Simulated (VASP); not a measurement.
Input of a VASP 6.6.1 run:

File POSCAR:

```
SiC
1.0
    0.0000000000      2.1345181309      2.1345181309
    2.1345181309      0.0000000000      2.1345181309
    2.1345181309      2.1345181309      0.0000000000
Si C
1 1
Direct
    0.0000000000      0.0000000000      0.0000000000
    0.7500000000      0.7500000000      0.7500000000
```

Contents of INCAR.step1:

```
SYSTEM = SiC
ALGO = Normal
EDIFF = 1E-5
ENCUT = 660
GGA = PE
GGA_COMPAT = .FALSE.
ISMEAR = -1
LASPH = .TRUE.
LCHARG = .FALSE.
LREAL = .FALSE.
LWAVE = .TRUE.
NBANDS = 11
NELM = 120
PREC = Accurate
SIGMA = 0.05
```

INCAR.step2

```
SYSTEM = SiC
ALGO = Normal
BPARAM = 11.95
CPARAM = 0.0093
EDIFF = 1E-6
ENCUT = 660
GGA_COMPAT = .FALSE.
ISIF = 2
ISMEAR = -1
ISTART = 1
IVDW_NL = 2
LASPH = .TRUE.
LCHARG = .TRUE.
LELF = .TRUE.
LMIXTAU = .TRUE.
LREAL = .FALSE.
LUSE_VDW = .TRUE.
LVHAR = .TRUE.
LWAVE = .FALSE.
METAGGA = R2SCAN
NBANDS = 11
NELM = 120
PREC = Accurate
SIGMA = 0.05
```

The input KPOINTS:

```
k-points
0
G
  10 10 10
  0 0 0
```

Potentials or basis: VASP PAW PBE potentials, release 64 (Si, C).

Launch:

```sh
$ cat potpaw_PBE.64/Si/POTCAR potpaw_PBE.64/C/POTCAR > POTCAR
$ cp INCAR.step1 INCAR
$ mpirun -np 1 vasp_std > vasp.out
$ cp INCAR.step2 INCAR
$ mpirun -np 1 vasp_std > vasp.out
```

Problem. Predict the band gap on the k mesh.

Solution. 1.65 eV, indirect (least direct gap 5.11 eV).

Problem. Estimate the pressure.

Solution. 14.4 GPa.

Caveat: the PAW data sets were made with another functional, which shifts forces and pressure a little. r2SCAN opens gaps a little over a GGA but as a rule still falls short of measured ones.
